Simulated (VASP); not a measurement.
# Sr (I4/mcm) in VASP: single point with PBE

Aim: the single point of Sr with PBE.

All numbers are computed with VASP 6.6.1; they aren't measurements. Logs are shortened: lines on timing, memory, paths and dates and some standing lists are left out, and cuts for length are marked.

**1. The cell of the first run**

Symmetry: I4/mcm, No. 140, tetragonal system. Conventional cell: a = 8.350 Å, b = 8.350 Å, c = 7.103 Å, α = 90.00°, β = 90.00°, γ = 90.00°. Sr (site symmetry m2m) has 11 Sr at 3.87 to 4.70 Å within 5.1 Å.

**2. Single point, PBE (Ba replaced by Sr, lengths x 0.944, strained)**

The input, INCAR:

```
SYSTEM = Sr
ALGO     = Fast           ! electronic algorithm
EDIFF    = 1E-7           ! SCF threshold, eV
ENCUT    = 520            ! plane-wave cutoff, eV
GGA      = PE             ! functional
ISIF     = 2              ! what is computed and relaxed
ISMEAR   = 0              ! smearing method
LASPH    = .TRUE.         ! aspherical terms in the spheres
LCHARG   = .FALSE.        ! write CHGCAR
LREAL    = .FALSE.        ! projectors in reciprocal space
LWAVE    = .FALSE.        ! write WAVECAR
NBANDS   = 28             ! bands
NELM     = 60             ! most SCF steps
PREC     = Accurate       ! precision mode
SIGMA    = 0.1            ! smearing width, eV
```

The input, KPOINTS:

```
k-points
0
G
  8 8 8
  0 0 0
```

The input, POSCAR:

```
Sr
1.0
   -4.1752198335      4.1752198335      3.5516218509
    4.1752198335     -4.1752198335      3.5516218509
    4.1752198335      4.1752198335     -3.5516218509
Sr
4
Direct
    0.8155746683      0.6844253317      0.5000000000
    0.1844253317      0.3155746683      0.5000000000
    0.3155746683      0.8155746683      0.1311493366
    0.6844253317      0.1844253317      0.8688506634
```

Potentials or basis: VASP PAW PBE potentials, release 64 (Sr_sv).

The run is started by

```
$ cat potpaw_PBE.64/Sr_sv/POTCAR > POTCAR
$ mpirun -np 1 vasp_std > vasp.out
```

OUTCAR:

```text
SYSTEM = Sr
   EDIFF = 1E-7
   ENCUT = 520
   GGA = PE
   ISIF = 2
   ISMEAR = 0
   LASPH = .TRUE.
   LREAL = .FALSE.
   NELM = 60
   PREC = Accurate

 ion  position               nearest neighbor table
   1  0.816  0.684  0.500-   2 3.87   2 3.87   3 4.32   4 4.32   4 4.32   3 4.32   2 4.36   4 4.70
                             4 4.70   3 4.70   3 4.70
   2  0.184  0.316  0.500-   1 3.87   1 3.87   3 4.32   4 4.32   4 4.32   3 4.32   1 4.36   4 4.70
                             4 4.70   3 4.70   3 4.70
   3  0.316  0.816  0.131-   4 3.87   4 3.87   1 4.32   2 4.32   1 4.32   2 4.32   4 4.36   1 4.70
                             2 4.70   2 4.70   1 4.70
   4  0.684  0.184  0.869-   3 3.87   3 3.87   2 4.32   1 4.32   1 4.32   2 4.32   3 4.36   1 4.70
                             2 4.70   1 4.70   2 4.70

  LATTYP: Found a body centered tetragonal cell.
 ALAT       =     8.3504396670
 C/A-ratio  =     0.8506430781

  Lattice vectors:

 A1 = (  -4.1752198335,   4.1752198335,   3.5516218509)
 A2 = (   4.1752198335,  -4.1752198335,   3.5516218509)
 A3 = (   4.1752198335,   4.1752198335,  -3.5516218509)

Analysis of symmetry for initial positions (statically):
=====================================================================
 Subroutine PRICEL returns:
 Original cell was already a primitive cell.

 Routine SETGRP: Setting up the symmetry group for a
 body centered tetragonal supercell.

 Subroutine GETGRP returns: Found 16 space group operations
 (whereof  8 operations were pure point group operations)
 out of a pool of 16 trial point group operations.

The static configuration has the point symmetry C_4h.
 The point group associated with its full space group is D_4h.

Analysis of symmetry for dynamics (positions and initial velocities):
=====================================================================
 Subroutine PRICEL returns:
 Original cell was already a primitive cell.

 Routine SETGRP: Setting up the symmetry group for a
 body centered tetragonal supercell.

 Subroutine GETGRP returns: Found 16 space group operations
 (whereof  8 operations were pure point group operations)
 out of a pool of 16 trial point group operations.

The dynamic configuration has the point symmetry C_4h.
 The point group associated with its full space group is D_4h.

 Subroutine INISYM returns: Found 16 space group operations
 (whereof  8 operations are pure point group operations),
 and found     1 'primitive' translations

----------------------------------------------------------------------------------------

                                     Primitive cell

  volume of cell :     247.6540

  direct lattice vectors                    reciprocal lattice vectors
    -4.175219833  4.175219833  3.551621851     0.000000000  0.119754173  0.140780753
     4.175219833 -4.175219833  3.551621851     0.119754173  0.000000000  0.140780753
     4.175219833  4.175219833 -3.551621851     0.119754173  0.119754173  0.000000000

  length of vectors
     6.890496287  6.890496287  6.890496287     0.184825005  0.184825005  0.169357976

  position of ions in fractional coordinates (direct lattice)
     0.815574668  0.684425332  0.500000000
     0.184425332  0.315574668  0.500000000
     0.315574668  0.815574668  0.131149337
     0.684425332  0.184425332  0.868850663

  ion indices of the primitive-cell ions
   primitive index   ion index
                 1           1
                 2           2
                 3           3
                 4           4

----------------------------------------------------------------------------------------

 KPOINTS: k-points

Automatic generation of k-mesh.
 Grid dimensions read from file:
 generate k-points for:    8    8    8

 Generating k-lattice:

  Cartesian coordinates                     Fractional coordinates (reciprocal lattice)
     0.000000000  0.014969272  0.017597594     0.125000000 -0.000000000  0.000000000
     0.014969272  0.000000000  0.017597594    -0.000000000  0.125000000  0.000000000
     0.014969272  0.014969272  0.000000000     0.000000000  0.000000000  0.125000000

  Length of vectors
     0.023103126  0.023103126  0.021169747

  Shift w.r.t. Gamma in fractional coordinates (k-lattice)
     0.000000000  0.000000000  0.000000000

 Subroutine IBZKPT returns following result:
 ===========================================

 Found     59 irreducible k-points:

 Following reciprocal coordinates:
            Coordinates               Weight
  0.000000  0.000000  0.000000      1.000000
  0.125000 -0.000000  0.000000      8.000000
  0.250000 -0.000000  0.000000      8.000000
  0.375000  0.000000  0.000000      8.000000
  0.500000 -0.000000  0.000000      4.000000
  0.125000  0.125000  0.000000      8.000000
[... 16 lines left out ...]
  0.250000  0.125000  0.125000     16.000000
  0.375000  0.125000  0.125000      8.000000
 [... further k-points ...]
   k-points           NKPTS =     59   k-points in BZ     NKDIM =     59   number of bands    NBANDS=     28
   number of dos      NEDOS =    301   number of ions     NIONS =      4
   total plane-waves  NPLWV = 157464
   dimension x,y,z NGX =    54 NGY =   54 NGZ =   54
   dimension x,y,z NGXF=   108 NGYF=  108 NGZF=  108
   ions per type =               4
   NGX,Y,Z   is equivalent  to a cutoff of  13.03, 13.03, 13.03 a.u.
   NGXF,Y,Z  is equivalent  to a cutoff of  26.06, 26.06, 26.06 a.u.
 SYSTEM =  Sr
   PREC   = accura    normal or accurate (medium, high low for compatibility)
   ISTART =      0    job   : 0-new  1-cont  2-samecut
   ICHARG =      2    charge: 1-file 2-atom 10-const
   ISPIN  =      1    spin polarized calculation?
   LNONCOLLINEAR =      F non collinear calculations
   LSORBIT =      F    spin-orbit coupling
   LASPH  =      T    aspherical Exc in radial PAW
   ENCUT  =  520.0 eV  38.22 Ry    6.18 a.u.  12.81 12.81 12.81*2*pi/ulx,y,z
   NELM   =     60;   NELMIN=  2; NELMDL= -5     # of ELM steps
   EDIFF  = 0.1E-06   stopping-criterion for ELM
   LREAL  =      F    real-space projection
   EDIFFG = 0.1E-05   stopping-criterion for IOM
   NSW    =      0    number of steps for IOM
   IBRION =     -1    ionic relax: 0-MD 1-quasi-New 2-CG
   NFREE  =      0    steps in history (QN), initial steepest desc. (CG)
   ISIF   =      2    stress and relaxation
   ISYM   =      2    0-nonsym 1-usesym 2-fastsym
   POTIM  = 0.5000    time-step for ionic-motion
   TEBEG  =    0.0;   TEEND  =   0.0 temperature during run
   PSTRESS=    0.0 pullay stress
   NELECT =      40.0000    total number of electrons
   NUPDOWN=      -1.0000    fix difference up-down
   EMIN   =  10.00;   EMAX   =-10.00  energy-range for DOS
   EFERMI =   0.00;   METHOD = LEGACY
   ISMEAR =     0;   SIGMA  =   0.10  broadening in eV -4-tet -1-fermi 0-gaus
   EFERMI_NEDOS =   21; number of points for ismear=-14 and -15
   IALGO  =     68    algorithm
   IMIX   =      4    mixing-type and parameters
     AMIX     =   0.40;   BMIX     =  1.00
     AMIX_MAG =   1.60;   BMIX_MAG =  1.00
  volume/ion in A,a.u.               =      61.91       417.81
  Fermi-wavevector in a.u.,A,eV,Ry     =   0.891551  1.684788 10.814779  0.794864
  Thomas-Fermi vector in A             =   2.013386
   LORBIT       =      0    0 simple, 1 ext, 2 COOP (PROOUT), +10 PAW based schemes
   GGA     = PE    functional components
   LHFCALC =     F    Hartree Fock is set to
   AEXX    =    0.0000 exact exchange contribution
   IVDW    =     0    specifies the selected vdW correction
   LEPSILON=     F    determine dielectric tensor
   LRPA    =     F    only Hartree local field effects (RPA)
 non-spin polarized calculation
 RMM-DIIS sequential band-by-band and
 Gauss-broadening in eV      SIGMA  =   0.10
  energy-cutoff  :      520.00
  volume of cell :      247.65
 maximum number of plane-waves:      6713
 NGX is ok and might be reduce to    54
   NGX = 25   NGY = 25   NGZ = 25

 number of electron      39.9999999 magnetization

 Free energy of the ion-electron system (eV)
  ---------------------------------------------------
  ext. energy  EPLUGINS =         0.00000000
  ---------------------------------------------------
  free energy    TOTEN  =        -5.78099456 eV

  energy without entropy =       -5.76043395  energy(sigma->0) =       -5.77071426

 E-fermi :   1.1414     XC(G=0):  -6.9730

 val. band max:        1.1353990858   @ k =   0.0000   0.0000   0.0000
 cond. band min:       1.1447243698   @ k =  -0.2500   0.5000   0.2500
 fundamental gap:      0.0093252840
 Fermi energy:         1.1413546124

 k-point     1 :       0.0000    0.0000    0.0000
  band No.  band energies     occupation
      1     -35.7127      2.00000
      2     -35.7027      2.00000
      3     -35.6895      2.00000
      4     -35.6895      2.00000
      5     -17.7856      2.00000
      6     -17.7856      2.00000
[... 20 lines left out ...]
     27       2.4489      0.00000
     28       2.8287      0.00000

 k-point     2 :       0.1250   -0.0000    0.0000
  band No.  band energies     occupation
      1     -35.7118      2.00000
      2     -35.7023      2.00000
      3     -35.6903      2.00000
      4     -35.6901      2.00000
      5     -17.7829      2.00000
      6     -17.7813      2.00000
[... 20 lines left out ...]
     27       2.6931      0.00000
     28       2.8445      0.00000

 k-point     3 :       0.2500   -0.0000    0.0000
  band No.  band energies     occupation
      1     -35.7091      2.00000
      2     -35.7011      2.00000
      3     -35.6927      2.00000
      4     -35.6917      2.00000
      5     -17.7726      2.00000
      6     -17.7718      2.00000
[... 20 lines left out ...]
     27       2.7513      0.00000
     28       2.7776      0.00000

 k-point     4 :       0.3750    0.0000    0.0000
  band No.  band energies     occupation
      1     -35.7052      2.00000
      2     -35.6993      2.00000
      3     -35.6961      2.00000
      4     -35.6940      2.00000
      5     -17.7628      2.00000
      6     -17.7547      2.00000
[... 20 lines left out ...]
     27       2.7196      0.00000
     28       2.7297      0.00000

 k-point     5 :       0.5000   -0.0000    0.0000
  band No.  band energies     occupation
      1     -35.7008      2.00000
      2     -35.7008      2.00000
      3     -35.6965      2.00000
      4     -35.6965      2.00000
      5     -17.7557      2.00000
      6     -17.7557      2.00000
[... 20 lines left out ...]
     27       2.7112      0.00000
     28       2.7133      0.00000

 k-point     6 :       0.1250    0.1250    0.0000
  band No.  band energies     occupation
      1     -35.7095      2.00000
      2     -35.7009      2.00000
      3     -35.6922      2.00000
      4     -35.6920      2.00000
      5     -17.7723      2.00000
      6     -17.7711      2.00000
[... 463 lines left out ...]
      5     -17.7912      2.00000
      6     -17.7858      2.00000
[... 20 lines left out ...]
     27       2.6622      0.00000
     28       2.9858      0.00000

 k-point    22 :       0.1250    0.1250    0.1250
  band No.  band energies     occupation
      1     -35.7083      2.00000
      2     -35.7016      2.00000
      3     -35.6927      2.00000
      4     -35.6920      2.00000
      5     -17.7739      2.00000
      6     -17.7702      2.00000
[... 20 lines left out ...]
     27       2.6853      0.00000
     28       2.8051      0.00000

 k-point    23 :       0.2500    0.1250    0.1250
  band No.  band energies     occupation
      1     -35.7045      2.00000
      2     -35.6997      2.00000
      3     -35.6960      2.00000
      4     -35.6945      2.00000
      5     -17.7597      2.00000
      6     -17.7523      2.00000
[... 20 lines left out ...]
     27       2.6278      0.00000
     28       2.7071      0.00000

 k-point    24 :       0.3750    0.1250    0.1250
  band No.  band energies     occupation
      1     -35.7003      2.00000
      2     -35.7003      2.00000
      3     -35.6970      2.00000
      4     -35.6970      2.00000
      5     -17.7487      2.00000
      6     -17.7487      2.00000
[... 20 lines left out ...]
     27       2.6304      0.00000
     28       2.6307      0.00000

 [... further k-points ...]

------------------------ aborting loop because EDIFF is reached ----------------------------------------

  FORCE on cell =-STRESS in cart. coord.  units (eV):
  Direction    XX          YY          ZZ          XY          YZ          ZX
  --------------------------------------------------------------------------------------
  -------------------------------------------------------------------------------------
  Total       -1.7366467     -1.7366467      1.3313689      0.0000000      0.0000000      0.0000000
  in kB      -11.2350923    -11.2350923      8.6131815      0.0000000      0.0000000      0.0000000
  external PRESSURE =      -4.6190010 kB  Pullay stress =       0.0000000 kB

 VOLUME and BASIS-vectors are now :
 -----------------------------------------------------------------------------
  energy-cutoff  :      520.00
  volume of cell :      247.65
      direct lattice vectors                 reciprocal lattice vectors
    -4.175219833  4.175219833  3.551621851     0.000000000  0.119754173  0.140780753
     4.175219833 -4.175219833  3.551621851     0.119754173  0.000000000  0.140780753
     4.175219833  4.175219833 -3.551621851     0.119754173  0.119754173  0.000000000

 POSITION                                       TOTAL-FORCE (eV/Angst)
 -----------------------------------------------------------------------------------
      1.54003      2.63519      3.55162        -0.301308      0.301308      0.000000
      2.63519      1.54003      0.00000         0.301308     -0.301308      0.000000
      2.63519     -1.54003      3.55162         0.301308      0.301308      0.000000
      1.54003      5.71525      0.00000        -0.301308     -0.301308     -0.000000
 -----------------------------------------------------------------------------------
    total drift:                                0.000000      0.000000     -0.000000

  FREE ENERGIE OF THE ION-ELECTRON SYSTEM (eV)
  ---------------------------------------------------
  free  energy   TOTEN  =        -5.7809945573 eV

  energy  without entropy=       -5.7604339545  energy(sigma->0) =       -5.77071426
```

Wall time 11 min (1 thread of Intel Xeon Platinum 8488C (Sapphire Rapids), shared host); peak memory 0.58 GiB.

Results:

* Free energy: -5.7810 eV
* Pressure: -0.5 GPa
* Largest force: 0.426 eV/Å
* Band gap on the k mesh: zero (bands 20 and 21 overlap by 0.56 eV)

Forces on the atoms (eV/Å):
```
Sr  -0.301  0.301  0.000
Sr   0.301 -0.301  0.000
Sr   0.301  0.301  0.000
Sr  -0.301 -0.301  0.000
```

Levels at points of the mesh, in eV from the Fermi level:
| k point | band 17 | band 18 | band 19 | band 20 | band 21 | band 22 | band 23 | band 24 |
| --- | --- | --- | --- | --- | --- | --- | --- | --- |
| (0.00, 0.00, 0.00) | -3.42 | -0.06 | -0.01 | 0.01 | 0.29 | 0.35 | 0.35 | 1.19 |
| (0.50, 0.00, 0.00) | -1.93 | -1.93 | -0.49 | -0.49 | 0.27 | 0.27 | 0.73 | 0.73 |
| (0.50, 0.50, 0.00) | -2.34 | -1.97 | 0.05 | 0.12 | 0.19 | 0.27 | 0.39 | 0.95 |
| (0.50, 0.50, 0.50) | -1.48 | -1.48 | -0.93 | -0.91 | -0.43 | 0.13 | 0.91 | 0.91 |

Caveat: the cell differs from its parent crystal (Ba replaced by Sr, lengths x 0.944, strained).
